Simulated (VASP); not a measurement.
# ZnO (P6_3/mmc) in VASP: further runs

ZnO is run at these levels: PBE, PBEsol, LDA; tasks: relaxation of cell and atoms, single point.

All numbers are computed with VASP 6.6.1; they aren't measurements. Logs are shortened: lines on timing, memory, paths and dates and some standing lists are left out, and cuts for length are marked.

## (1) The cell of the first run

It takes space group P6_3/mmc (No. 194, hexagonal). Conventional cell: a = 2.593 Å, b = 2.593 Å, c = 4.227 Å, α = 90.00°, β = 90.00°, γ = 120.00°. Zn (site symmetry -3m) has 6 O at 1.83 Å and 2 Zn at 2.11 Å within 2.4 Å. Within 2.4 Å of O (site symmetry -6m2) lie 6 Zn at 1.83 Å.

## (2) Relaxation of cell and atoms, PBE

Input file INCAR:

```
SYSTEM = ZnO
ALGO = Normal ; EDIFF = 1E-6
EDIFFG = -0.005 ; ENCUT = 600
GGA = PE ; IBRION = 2
ISIF = 3 ; ISMEAR = -1
LASPH = .TRUE. ; LCHARG = .FALSE.
LREAL = .FALSE. ; LWAVE = .FALSE.
NELM = 80 ; NSW = 80
PREC = Accurate ; SIGMA = 0.02
```

Input file KPOINTS:

```
k-points
0
G
  12 12 6
  0 0 0
```

Input file POSCAR:

```
ZnO
1.0
    2.5933044300      0.0000000000      0.0000000000
   -1.2966522150      2.2458675161      0.0000000000
    0.0000000000      0.0000000000      4.2270862209
Zn O
2 2
Direct
    0.0000000000      0.0000000000      0.0000000000
    0.0000000000      0.0000000000      0.5000000000
    0.3333333333      0.6666666667      0.2500000000
    0.6666666667      0.3333333333      0.7500000000
```

Potentials or basis: VASP PAW PBE potentials, release 64 (Zn, O).

On the command line:

```sh
> cat potpaw_PBE.64/Zn/POTCAR potpaw_PBE.64/O/POTCAR > POTCAR
> mpirun -np 1 vasp_std > vasp.out
```

OUTCAR:

```text
SYSTEM = ZnO
   EDIFF = 1E-6
   EDIFFG = -0.005
   ENCUT = 600
   GGA = PE
   IBRION = 2
   ISIF = 3
   ISMEAR = -1
   LASPH = .TRUE.
   LREAL = .FALSE.
   NELM = 80
   NSW = 80
   PREC = Accurate

 ion  position               nearest neighbor table
   1  0.000  0.000  0.000-   3 1.83   4 1.83   3 1.83   4 1.83   4 1.83   3 1.83   2 2.11   2 2.11

   2  0.000  0.000  0.500-   3 1.83   4 1.83   3 1.83   4 1.83   4 1.83   3 1.83   1 2.11   1 2.11

   3  0.333  0.667  0.250-   1 1.83   2 1.83   1 1.83   2 1.83   1 1.83   2 1.83
   4  0.667  0.333  0.750-   1 1.83   2 1.83   1 1.83   2 1.83   1 1.83   2 1.83

  LATTYP: Found a hexagonal cell.
 ALAT       =     2.5933044300
 C/A-ratio  =     1.6300000000

  Lattice vectors:

 A1 = (   2.5933044300,   0.0000000000,   0.0000000000)
 A2 = (  -1.2966522150,   2.2458675161,   0.0000000000)
 A3 = (   0.0000000000,   0.0000000000,   4.2270862209)

Analysis of symmetry for initial positions (statically):
=====================================================================
 Subroutine PRICEL returns:
 Original cell was already a primitive cell.

 Routine SETGRP: Setting up the symmetry group for a
 hexagonal supercell.

 Subroutine GETGRP returns: Found 24 space group operations
 (whereof 12 operations were pure point group operations)
 out of a pool of 24 trial point group operations.

The static configuration has the point symmetry D_3d.
 The point group associated with its full space group is D_6h.

Analysis of symmetry for dynamics (positions and initial velocities):
=====================================================================
 Subroutine PRICEL returns:
 Original cell was already a primitive cell.

 Routine SETGRP: Setting up the symmetry group for a
 hexagonal supercell.

 Subroutine GETGRP returns: Found 24 space group operations
 (whereof 12 operations were pure point group operations)
 out of a pool of 24 trial point group operations.

The dynamic configuration has the point symmetry D_3d.
 The point group associated with its full space group is D_6h.

 Subroutine INISYM returns: Found 24 space group operations
 (whereof 12 operations are pure point group operations),
 and found     1 'primitive' translations

----------------------------------------------------------------------------------------

                                     Primitive cell

  volume of cell :      24.6195

  direct lattice vectors                    reciprocal lattice vectors
     2.593304430  0.000000000  0.000000000     0.385608411  0.222631120  0.000000000
    -1.296652215  2.245867516  0.000000000     0.000000000  0.445262240  0.000000000
     0.000000000  0.000000000  4.227086221     0.000000000  0.000000000  0.236569577

  length of vectors
     2.593304430  2.593304430  4.227086221     0.445262240  0.445262240  0.236569577

  position of ions in fractional coordinates (direct lattice)
     0.000000000  0.000000000  0.000000000
     0.000000000  0.000000000  0.500000000
     0.333333333  0.666666667  0.250000000
     0.666666667  0.333333333  0.750000000

  ion indices of the primitive-cell ions
   primitive index   ion index
                 1           1
                 2           2
                 3           3
                 4           4

----------------------------------------------------------------------------------------

 KPOINTS: k-points

Automatic generation of k-mesh.
 Grid dimensions read from file:
 generate k-points for:   12   12    6

 Generating k-lattice:

  Cartesian coordinates                     Fractional coordinates (reciprocal lattice)
     0.032134034  0.018552593  0.000000000     0.083333333  0.000000000  0.000000000
     0.000000000  0.037105187  0.000000000     0.000000000  0.083333333  0.000000000
     0.000000000  0.000000000  0.039428263     0.000000000  0.000000000  0.166666667

  Length of vectors
     0.037105187  0.037105187  0.039428263

  Shift w.r.t. Gamma in fractional coordinates (k-lattice)
     0.000000000  0.000000000  0.000000000

 Subroutine IBZKPT returns following result:
 ===========================================

 Found     76 irreducible k-points:

 Following reciprocal coordinates:
            Coordinates               Weight
  0.000000  0.000000  0.000000      1.000000
  0.083333 -0.000000  0.000000      6.000000
  0.166667 -0.000000  0.000000      6.000000
  0.250000 -0.000000  0.000000      6.000000
  0.333333 -0.000000  0.000000      6.000000
  0.416667 -0.000000  0.000000      6.000000
[... 16 lines left out ...]
  0.250000 -0.000000  0.166667     12.000000
  0.333333 -0.000000  0.166667     12.000000
 [... further k-points ...]
   k-points           NKPTS =     76   k-points in BZ     NKDIM =     76   number of bands    NBANDS=     22
   number of dos      NEDOS =    301   number of ions     NIONS =      4
   total plane-waves  NPLWV =  20736
   dimension x,y,z NGX =    24 NGY =   24 NGZ =   36
   dimension x,y,z NGXF=    48 NGYF=   48 NGZF=   72
   ions per type =               2   2
   NGX,Y,Z   is equivalent  to a cutoff of  15.39, 15.39, 14.16 a.u.
   NGXF,Y,Z  is equivalent  to a cutoff of  30.77, 30.77, 28.32 a.u.
 SYSTEM =  ZnO
   PREC   = accura    normal or accurate (medium, high low for compatibility)
   ISTART =      0    job   : 0-new  1-cont  2-samecut
   ICHARG =      2    charge: 1-file 2-atom 10-const
   ISPIN  =      1    spin polarized calculation?
   LNONCOLLINEAR =      F non collinear calculations
   LSORBIT =      F    spin-orbit coupling
   LASPH  =      T    aspherical Exc in radial PAW
   ENCUT  =  600.0 eV  44.10 Ry    6.64 a.u.   5.18  5.18  8.44*2*pi/ulx,y,z
   NELM   =     80;   NELMIN=  2; NELMDL= -5     # of ELM steps
   EDIFF  = 0.1E-05   stopping-criterion for ELM
   LREAL  =      F    real-space projection
   EDIFFG = -.5E-02   stopping-criterion for IOM
   NSW    =     80    number of steps for IOM
   IBRION =      2    ionic relax: 0-MD 1-quasi-New 2-CG
   NFREE  =      1    steps in history (QN), initial steepest desc. (CG)
   ISIF   =      3    stress and relaxation
   ISYM   =      2    0-nonsym 1-usesym 2-fastsym
   POTIM  = 0.5000    time-step for ionic-motion
   TEBEG  =    0.0;   TEEND  =   0.0 temperature during run
   PSTRESS=    0.0 pullay stress
   NELECT =      36.0000    total number of electrons
   NUPDOWN=      -1.0000    fix difference up-down
   EMIN   =  10.00;   EMAX   =-10.00  energy-range for DOS
   EFERMI =   0.00;   METHOD = LEGACY
   ISMEAR =    -1;   SIGMA  =   0.02  broadening in eV -4-tet -1-fermi 0-gaus
   EFERMI_NEDOS =   21; number of points for ismear=-14 and -15
   IALGO  =     38    algorithm
   IMIX   =      4    mixing-type and parameters
     AMIX     =   0.40;   BMIX     =  1.00
     AMIX_MAG =   1.60;   BMIX_MAG =  1.00
  volume/ion in A,a.u.               =       6.15        41.54
  Fermi-wavevector in a.u.,A,eV,Ry     =   1.858158  3.511410 46.977555  3.452753
  Thomas-Fermi vector in A             =   2.906667
   LORBIT       =      0    0 simple, 1 ext, 2 COOP (PROOUT), +10 PAW based schemes
   GGA     = PE    functional components
   LHFCALC =     F    Hartree Fock is set to
   AEXX    =    0.0000 exact exchange contribution
   IVDW    =     0    specifies the selected vdW correction
   LEPSILON=     F    determine dielectric tensor
   LRPA    =     F    only Hartree local field effects (RPA)
 conjugate gradient relaxation of ions
 non-spin polarized calculation
  energy-cutoff  :      600.00
  volume of cell :       24.62
 maximum number of plane-waves:       838
 NGX is ok and might be reduce to    24
   NGX = 11   NGY = 11   NGZ = 17

--------------------------------------- Ionic step        1  -------------------------------------------

 number of electron      36.0000025 magnetization

 Free energy of the ion-electron system (eV)
  ---------------------------------------------------
  ext. energy  EPLUGINS =         0.00000000
  ---------------------------------------------------
  free energy    TOTEN  =        -7.78743006 eV

  energy without entropy =       -7.78743006  energy(sigma->0) =       -7.78743006

 E-fermi :   9.5242     XC(G=0): -15.1378

 val. band max:        9.0723287771   @ k =   0.0000   0.0000   0.0000
 cond. band min:      13.1235430041   @ k =   0.0000   0.0000   0.0000
 fundamental gap:      4.0512142271
 Fermi energy:         9.5242216284

 k-point     1 :       0.0000    0.0000    0.0000
  band No.  band energies     occupation
      1     -15.4237      2.00000
      2     -12.2086      2.00000
      3      -3.6135      2.00000
      4      -0.5889      2.00000
      5      -0.5889      2.00000
      6       0.3613      2.00000
[... 1307 lines left out ...]
  FREE ENERGIE OF THE ION-ELECTRON SYSTEM (eV)
  ---------------------------------------------------
  free  energy   TOTEN  =       -16.6223232917 eV

  energy  without entropy=      -16.6222871545  energy(sigma->0) =      -16.62230522

[... ionic steps 4 to 7 ...]

--------------------------------------- Ionic step        8  -------------------------------------------

 number of electron      36.0000042 magnetization

------------------------ aborting loop because EDIFF is reached ----------------------------------------

  FORCE on cell =-STRESS in cart. coord.  units (eV):
  Direction    XX          YY          ZZ          XY          YZ          ZX
  --------------------------------------------------------------------------------------
  -------------------------------------------------------------------------------------
  Total        0.0470876      0.0470876      0.3259130      0.0000000     -0.0000000      0.0000000
  in kB        1.8576906      1.8576906     12.8578584      0.0000000     -0.0000000      0.0000000
  external PRESSURE =       5.5244132 kB  Pullay stress =       0.0000000 kB
[... 61 lines left out ...]
  energy  without entropy=      -16.8605130054  energy(sigma->0) =      -16.86051301

--------------------------------------- Ionic step       10  -------------------------------------------

 number of electron      36.0000041 magnetization

 Free energy of the ion-electron system (eV)
  ---------------------------------------------------
  ext. energy  EPLUGINS =         0.00000000
  ---------------------------------------------------
  free energy    TOTEN  =       -16.86051617 eV

  energy without entropy =      -16.86051617  energy(sigma->0) =      -16.86051617

 E-fermi :   2.6361     XC(G=0): -12.0500

 val. band max:        2.3299062567   @ k =   0.0000   0.0000   0.0000
 cond. band min:       2.9091861553   @ k =   0.0000   0.0000   0.0000
 fundamental gap:      0.5792798987
 Fermi energy:         2.6361050121

 k-point     1 :       0.0000    0.0000    0.0000
  band No.  band energies     occupation
      1     -15.9305      2.00000
      2     -14.7739      2.00000
      3      -4.8204      2.00000
      4      -3.3857      2.00000
      5      -3.3857      2.00000
      6      -3.2423      2.00000
[... 622 lines left out ...]
  FREE ENERGIE OF THE ION-ELECTRON SYSTEM (eV)
  ---------------------------------------------------
  free  energy   TOTEN  =       -16.8605161702 eV

  energy  without entropy=      -16.8605161684  energy(sigma->0) =      -16.86051617

 reached required accuracy - stopping structural energy minimisation
```

Run time: 3.6 min. Hardware: 1 thread of Intel Xeon Platinum 8488C (Sapphire Rapids), shared host; peak memory 0.18 GiB.

What came out:

| Item | Value |
| --- | --- |
| Free energy | -16.8605 eV |
| Relaxed volume | 10.18 Å³/atom |
| Relaxed cell | a = 3.018 Å, b = 3.018 Å, c = 5.160 Å, α = 90.00°, β = 90.00°, γ = 120.00° |
| Space group after relaxing (to 0.05 Å) | P6_3/mmc (No. 194) |
| Energy gained by relaxing | 2268.3 meV/atom |
| Ionic steps | 10 |
| Pressure after relaxing | 0.0 GPa |
| Band gap on the k mesh | 0.58 eV, direct |

The path:
```
step  energy change (eV)  largest force (eV/Å)  pressure (GPa)  volume (Å³)
   1              0.0000                0.0000          278.33        24.62
   2              1.9659                0.0000          -56.18        85.58
   3             -8.8349                0.0000          -16.25        45.07
   4             -9.0168                0.0000           -8.47        42.75
   5             -9.0695                0.0000            0.33        40.70
   6             -9.0685                0.0000           -1.37        41.08
   7             -9.0725                0.0000            0.46        40.63
   8             -9.0725                0.0000            0.55        40.61
   9             -9.0731                0.0000           -0.01        40.72
  10             -9.0731                0.0000            0.05        40.71
```

Final structure:
```
Zn O
1.0
     3.01840    0.00000    0.00000
    -1.50920    2.61401    0.00000
     0.00000    0.00000    5.15974
Zn O
2 2
Direct
  0.00000 0.00000 0.00000
  0.00000 0.00000 0.50000
  0.33333 0.66667 0.25000
  0.66667 0.33333 0.75000
```

Caveat: the volume moved by over 15 % at a fixed basis, so the end points are rough.

(Part 1 of 2 ends here.)
